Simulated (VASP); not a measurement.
# SiO2 (P6_222) in VASP: a series of runs

Runs on SiO2. Level: PBE. Tasks: single point.

All numbers are computed with VASP 6.6.1; they aren't measurements. Logs are shortened: lines on timing, memory, paths and dates and some standing lists are left out, and cuts for length are marked.

### Step 1. The cell of the first run

Symmetry: P6_222, No. 180, hexagonal system. The conventional cell has a = 4.958 Å, b = 4.958 Å, c = 5.427 Å, α = 90.00°, β = 90.00°, γ = 120.00°. Within 2.1 Å of Si (site symmetry 222) lie 4 O at 1.58 Å. Within 2.1 Å of O (site symmetry 2) lie 2 Si at 1.58 Å.

### Step 2. Single point, PBE

The input, INCAR:

```
SYSTEM = SiO2
PREC     = Accurate       ! precision mode
ENCUT    = 520            ! plane-wave cutoff, eV
EDIFF    = 1E-6           ! SCF threshold, eV
ISMEAR   = -1             ! smearing method
SIGMA    = 0.05           ! smearing width, eV
LREAL    = .False.        ! projectors in reciprocal space
LASPH    = .True.         ! aspherical terms in the spheres
NELM     = 100            ! most SCF steps
ALGO     = Normal         ! electronic algorithm
ISIF     = 2              ! what is computed and relaxed
LWAVE    = .False.        ! write WAVECAR
LCHARG   = .False.        ! write CHGCAR
GGA      = PE             ! functional
NBANDS   = 34             ! bands
```

The input, KPOINTS:

```
regular mesh
0
Gamma
  6 6 5
  0 0 0
```

The input, POSCAR:

```
SiO2
1.0
    4.9577722430      0.0000000000      0.0000000000
   -2.4788861215      4.2935567086      0.0000000000
    0.0000000000      0.0000000000      5.4273982166
Si O
3 6
Direct
    0.5000000000      0.0000000000      0.0000000000
    0.5000000000      0.5000000000      0.3333333333
    0.0000000000      0.5000000000      0.6666666667
    0.4172565700      0.2086282850      0.1666666667
    0.7913717150      0.2086282850      0.8333333333
    0.2086282850      0.4172565700      0.5000000000
    0.5827434300      0.7913717150      0.1666666667
    0.2086282850      0.7913717150      0.8333333333
    0.7913717150      0.5827434300      0.5000000000
```

Potentials or basis: VASP PAW PBE potentials, release 64 (Si, O).

The run is started by

```bash
cat potpaw_PBE.64/Si/POTCAR potpaw_PBE.64/O/POTCAR > POTCAR
mpirun -np 1 vasp_std > vasp.out
```

OUTCAR:

```text
SYSTEM = SiO2
   PREC = Accurate
   ENCUT = 520
   EDIFF = 1E-6
   ISMEAR = -1
   LREAL = .False.
   LASPH = .True.
   NELM = 100
   ISIF = 2
   GGA = PE

 ion  position               nearest neighbor table
   1  0.500  0.000  0.000-   5 1.58   8 1.58   7 1.58   4 1.58   2 3.07   3 3.07   2 3.07   3 3.07

   2  0.500  0.500  0.333-   4 1.58   7 1.58   6 1.58   9 1.58   1 3.07   1 3.07   3 3.07   3 3.07

   3  0.000  0.500  0.667-   5 1.58   8 1.58   6 1.58   9 1.58   1 3.07   1 3.07   2 3.07   2 3.07

   4  0.417  0.209  0.167-   2 1.58   1 1.58
   5  0.791  0.209  0.833-   3 1.58   1 1.58
   6  0.209  0.417  0.500-   2 1.58   3 1.58
   7  0.583  0.791  0.167-   2 1.58   1 1.58
   8  0.209  0.791  0.833-   3 1.58   1 1.58
   9  0.791  0.583  0.500-   2 1.58   3 1.58

  LATTYP: Found a hexagonal cell.
 ALAT       =     4.9577722430
 C/A-ratio  =     1.0947252013

  Lattice vectors:

 A1 = (   4.9577722430,   0.0000000000,   0.0000000000)
 A2 = (  -2.4788861215,   4.2935567086,   0.0000000000)
 A3 = (   0.0000000000,   0.0000000000,   5.4273982166)

Analysis of symmetry for initial positions (statically):
=====================================================================
 Subroutine PRICEL returns:
 Original cell was already a primitive cell.

 Routine SETGRP: Setting up the symmetry group for a
 hexagonal supercell.

 Subroutine GETGRP returns: Found 12 space group operations
 (whereof  4 operations were pure point group operations)
 out of a pool of 24 trial point group operations.

The static configuration has the point symmetry D_2 .
 The point group associated with its full space group is D_6 .

Analysis of symmetry for dynamics (positions and initial velocities):
=====================================================================
 Subroutine PRICEL returns:
 Original cell was already a primitive cell.

 Routine SETGRP: Setting up the symmetry group for a
 hexagonal supercell.

 Subroutine GETGRP returns: Found 12 space group operations
 (whereof  4 operations were pure point group operations)
 out of a pool of 24 trial point group operations.

The dynamic configuration has the point symmetry D_2 .
 The point group associated with its full space group is D_6 .

 Subroutine INISYM returns: Found 12 space group operations
 (whereof  4 operations are pure point group operations),
 and found     1 'primitive' translations

----------------------------------------------------------------------------------------

                                     Primitive cell

  volume of cell :     115.5302

  direct lattice vectors                    reciprocal lattice vectors
     4.957772243  0.000000000  0.000000000     0.201703497  0.116453568  0.000000000
    -2.478886121  4.293556709  0.000000000     0.000000000  0.232907137  0.000000000
     0.000000000  0.000000000  5.427398217     0.000000000  0.000000000  0.184250346

  length of vectors
     4.957772243  4.957772243  5.427398217     0.232907137  0.232907137  0.184250346

  position of ions in fractional coordinates (direct lattice)
     0.500000000  0.000000000  0.000000000
     0.500000000  0.500000000  0.333333333
     1.000000000  0.500000000  0.666666667
     0.417256570  0.208628285  0.166666667
     0.791371715  0.208628285  0.833333333
     0.208628285  0.417256570  0.500000000
     0.582743430  0.791371715  0.166666667
     0.208628285  0.791371715  0.833333333
     0.791371715  0.582743430  0.500000000

  ion indices of the primitive-cell ions
   primitive index   ion index
                 1           1
                 2           2
                 3           3
                 4           4
                 5           5
                 6           6
                 7           7
                 8           8
                 9           9

----------------------------------------------------------------------------------------

 KPOINTS: regular mesh

Automatic generation of k-mesh.
 Grid dimensions read from file:
 generate k-points for:    6    6    5

 Generating k-lattice:

  Cartesian coordinates                     Fractional coordinates (reciprocal lattice)
     0.033617250  0.019408928  0.000000000     0.166666667  0.000000000  0.000000000
     0.000000000  0.038817856  0.000000000     0.000000000  0.166666667  0.000000000
     0.000000000  0.000000000  0.036850069     0.000000000  0.000000000  0.200000000

  Length of vectors
     0.038817856  0.038817856  0.036850069

  Shift w.r.t. Gamma in fractional coordinates (k-lattice)
     0.000000000  0.000000000  0.000000000

 Subroutine IBZKPT returns following result:
 ===========================================

 Found     21 irreducible k-points:

 Following reciprocal coordinates:
            Coordinates               Weight
  0.000000  0.000000  0.000000      1.000000
  0.166667 -0.000000  0.000000      6.000000
  0.333333 -0.000000  0.000000      6.000000
  0.500000 -0.000000  0.000000      3.000000
  0.166667  0.166667  0.000000      6.000000
  0.333333  0.166667  0.000000     12.000000
[... 13 lines left out ...]
  0.333333  0.166667  0.400000     24.000000
  0.333333  0.333333  0.400000      4.000000
   k-points           NKPTS =     21   k-points in BZ     NKDIM =     21   number of bands    NBANDS=     34
   number of dos      NEDOS =    301   number of ions     NIONS =      9
   total plane-waves  NPLWV =  64000
   dimension x,y,z NGX =    40 NGY =   40 NGZ =   40
   dimension x,y,z NGXF=    80 NGYF=   80 NGZF=   80
   ions per type =               3   6
   NGX,Y,Z   is equivalent  to a cutoff of  13.41, 13.41, 12.25 a.u.
   NGXF,Y,Z  is equivalent  to a cutoff of  26.83, 26.83, 24.50 a.u.
 SYSTEM =  SiO2
   PREC   = accura    normal or accurate (medium, high low for compatibility)
   ISTART =      0    job   : 0-new  1-cont  2-samecut
   ICHARG =      2    charge: 1-file 2-atom 10-const
   ISPIN  =      1    spin polarized calculation?
   LNONCOLLINEAR =      F non collinear calculations
   LSORBIT =      F    spin-orbit coupling
   LASPH  =      T    aspherical Exc in radial PAW
   ENCUT  =  520.0 eV  38.22 Ry    6.18 a.u.   9.22  9.22 10.09*2*pi/ulx,y,z
   NELM   =    100;   NELMIN=  2; NELMDL= -5     # of ELM steps
   EDIFF  = 0.1E-05   stopping-criterion for ELM
   LREAL  =      F    real-space projection
   EDIFFG = 0.1E-04   stopping-criterion for IOM
   NSW    =      0    number of steps for IOM
   IBRION =     -1    ionic relax: 0-MD 1-quasi-New 2-CG
   NFREE  =      0    steps in history (QN), initial steepest desc. (CG)
   ISIF   =      2    stress and relaxation
   ISYM   =      2    0-nonsym 1-usesym 2-fastsym
   POTIM  = 0.5000    time-step for ionic-motion
   TEBEG  =    0.0;   TEEND  =   0.0 temperature during run
   PSTRESS=    0.0 pullay stress
   NELECT =      48.0000    total number of electrons
   NUPDOWN=      -1.0000    fix difference up-down
   EMIN   =  10.00;   EMAX   =-10.00  energy-range for DOS
   EFERMI =   0.00;   METHOD = LEGACY
   ISMEAR =    -1;   SIGMA  =   0.05  broadening in eV -4-tet -1-fermi 0-gaus
   EFERMI_NEDOS =   21; number of points for ismear=-14 and -15
   IALGO  =     38    algorithm
   IMIX   =      4    mixing-type and parameters
     AMIX     =   0.40;   BMIX     =  1.00
     AMIX_MAG =   1.60;   BMIX_MAG =  1.00
  volume/ion in A,a.u.               =      12.84        86.63
  Fermi-wavevector in a.u.,A,eV,Ry     =   1.221584  2.308459 20.303540  1.492268
  Thomas-Fermi vector in A             =   2.356761
   LORBIT       =      0    0 simple, 1 ext, 2 COOP (PROOUT), +10 PAW based schemes
   GGA     = PE    functional components
   LHFCALC =     F    Hartree Fock is set to
   AEXX    =    0.0000 exact exchange contribution
   IVDW    =     0    specifies the selected vdW correction
   LEPSILON=     F    determine dielectric tensor
   LRPA    =     F    only Hartree local field effects (RPA)
 non-spin polarized calculation
  energy-cutoff  :      520.00
  volume of cell :      115.53
 maximum number of plane-waves:      3147
 NGX is ok and might be reduce to    40
   NGX = 19   NGY = 19   NGZ = 21

 number of electron      47.9999998 magnetization

 Free energy of the ion-electron system (eV)
  ---------------------------------------------------
  ext. energy  EPLUGINS =         0.00000000
  ---------------------------------------------------
  free energy    TOTEN  =       -70.52725627 eV

  energy without entropy =      -70.52725627  energy(sigma->0) =      -70.52725627

 E-fermi :   2.0826     XC(G=0):  -8.9673

 val. band max:        0.9895118309   @ k =   0.0000   0.0000   0.4000
 cond. band min:       7.0228438608   @ k =   0.0000   0.0000   0.0000
 fundamental gap:      6.0333320299
 Fermi energy:         2.0826124312

 k-point     1 :       0.0000    0.0000    0.0000
  band No.  band energies     occupation
      1     -18.7888      2.00000
      2     -17.2112      2.00000
      3     -17.2112      2.00000
      4     -16.5672      2.00000
      5     -16.5013      2.00000
      6     -16.5013      2.00000
[... 26 lines left out ...]
     33      14.8010      0.00000
     34      14.8155      0.00000

 k-point     2 :       0.1667   -0.0000    0.0000
  band No.  band energies     occupation
      1     -18.7089      2.00000
      2     -17.3221      2.00000
      3     -17.2040      2.00000
      4     -16.5645      2.00000
      5     -16.5140      2.00000
      6     -16.5100      2.00000
[... 26 lines left out ...]
     33      14.6146      0.00000
     34      14.8202      0.00000
[... 664 lines left out ...]
     33      12.9200      0.00000
     34      13.0142      0.00000

 k-point    21 :       0.3333    0.3333    0.4000
  band No.  band energies     occupation
      1     -18.2365      2.00000
      2     -17.6636      2.00000
      3     -17.4423      2.00000
      4     -16.5778      2.00000
      5     -16.5439      2.00000
      6     -16.5296      2.00000
[... 26 lines left out ...]
     33      12.6098      0.00000
     34      12.6778      0.00000

------------------------ aborting loop because EDIFF is reached ----------------------------------------

  FORCE on cell =-STRESS in cart. coord.  units (eV):
  Direction    XX          YY          ZZ          XY          YZ          ZX
  --------------------------------------------------------------------------------------
  -------------------------------------------------------------------------------------
  Total       13.4304081     13.4304081     13.4749742     -0.0000000     -0.0000000     -0.0000000
  in kB      186.2534517    186.2534517    186.8714965     -0.0000000     -0.0000000     -0.0000000
  external PRESSURE =     186.4594666 kB  Pullay stress =       0.0000000 kB

 VOLUME and BASIS-vectors are now :
 -----------------------------------------------------------------------------
  energy-cutoff  :      520.00
  volume of cell :      115.53
      direct lattice vectors                 reciprocal lattice vectors
     4.957772243  0.000000000  0.000000000     0.201703497  0.116453568  0.000000000
    -2.478886121  4.293556709  0.000000000     0.000000000  0.232907137  0.000000000
     0.000000000  0.000000000  5.427398217     0.000000000  0.000000000  0.184250346

 POSITION                                       TOTAL-FORCE (eV/Angst)
 -----------------------------------------------------------------------------------
      2.47889      0.00000      0.00000         0.000000      0.000000      0.000000
      1.23944      2.14678      1.80913         0.000000      0.000000      0.000000
     -1.23944      2.14678      3.61827         0.000000      0.000000      0.000000
      1.55150      0.89576      0.90457        -0.672498     -0.388267     -0.000000
      3.40627      0.89576      4.52283         0.672498     -0.388267     -0.000000
      0.00000      1.79151      2.71370         0.000000     -0.776534      0.000000
      0.92739      3.39780      0.90457         0.672498      0.388267     -0.000000
     -0.92739      3.39780      4.52283        -0.672498      0.388267     -0.000000
      2.47889      2.50204      2.71370         0.000000      0.776534      0.000000
 -----------------------------------------------------------------------------------
    total drift:                                0.000000      0.000000      0.000001

  FREE ENERGIE OF THE ION-ELECTRON SYSTEM (eV)
  ---------------------------------------------------
  free  energy   TOTEN  =       -70.5272562673 eV

  energy  without entropy=      -70.5272562672  energy(sigma->0) =      -70.52725627
```

It took 1.9 min on 1 thread of Intel Xeon Platinum 8488C (Sapphire Rapids), shared host; peak memory 0.25 GiB.

Results:

```
Free energy            : -70.5273 eV
Pressure               : 18.6 GPa
Largest force          : 0.777 eV/Å
Band gap on the k mesh : 6.03 eV (least direct gap 6.25 eV)
```

Forces in eV/Å, atoms in the order of the input:
```
Si   0.000  0.000  0.000
Si   0.000  0.000  0.000
Si   0.000  0.000  0.000
O   -0.672 -0.388  0.000
O    0.672 -0.388  0.000
O    0.000 -0.777  0.000
O    0.672  0.388  0.000
O   -0.672  0.388  0.000
O    0.000  0.777  0.000
```

Caveat: the cell stands under pressure; an odd mesh through Γ misses points on the zone boundary, where band edges can lie.

### Step 3. Single point, PBE

This run uses another cell than the first one, of 13.11 Å³/atom.

The input, INCAR:

```
SYSTEM = SiO2
PREC = Accurate
ENCUT = 520
EDIFF = 1E-7
ISMEAR = -1
SIGMA = 0.05
LREAL = .False.
LASPH = .True.
NELM = 60
ALGO = Normal
ISIF = 2
LWAVE = .False.
LCHARG = .False.
GGA = PE
NBANDS = 34
```

KPOINTS is that of step 2.

POSCAR: that of step 2 with these lines changed.

```diff
@@ -2,5 +2,5 @@
 1.0
-    4.9577722430      0.0000000000      0.0000000000
-   -2.4788861215      4.2935567086      0.0000000000
-    0.0000000000      0.0000000000      5.4273982166
+    4.9926872824      0.0000000000      0.0000000000
+   -2.4963436411      4.3237940197      0.0000000000
+    0.0000000000      0.0000000000      5.4656205901
 Si O
```

Potentials or basis: VASP PAW PBE potentials, release 64 (Si, O).

The run is started by

```bash
cat potpaw_PBE.64/Si/POTCAR potpaw_PBE.64/O/POTCAR > POTCAR
mpirun -np 1 vasp_std > vasp.out
```

Run time: 2.2 min. Hardware: 1 thread of Intel Xeon Platinum 8488C (Sapphire Rapids), shared host; peak memory 0.26 GiB.

It converged, with:

| Item | Value |
| --- | --- |
| Free energy | -70.7780 eV |
| Pressure | 13.7 GPa |
| Largest force | 0.581 eV/Å |
| Band gap on the k mesh | 5.93 eV (least direct gap 6.14 eV) |

Forces on the atoms (eV/Å):
```
Si   0.000  0.000  0.000
Si   0.000  0.000  0.000
Si   0.000  0.000  0.000
O   -0.504 -0.291  0.000
O    0.504 -0.291  0.000
O    0.000 -0.581  0.000
O    0.504  0.291  0.000
O   -0.504  0.291  0.000
O    0.000  0.581  0.000
```

Levels at points of the mesh, in eV from the valence-band top:
```tsv
k point	band 22	band 23	band 24	band 25	band 26	band 27
(0.00, 0.00, 0.00)	-0.50	-0.50	-0.21	5.93	9.19	9.19
(0.50, 0.00, 0.00)	-1.06	-0.37	-0.01	8.01	8.86	9.89
```

Caveat: the cell stands under pressure; an odd mesh through Γ misses points on the zone boundary, where band edges can lie.

(Part 1 of 2 ends here.)
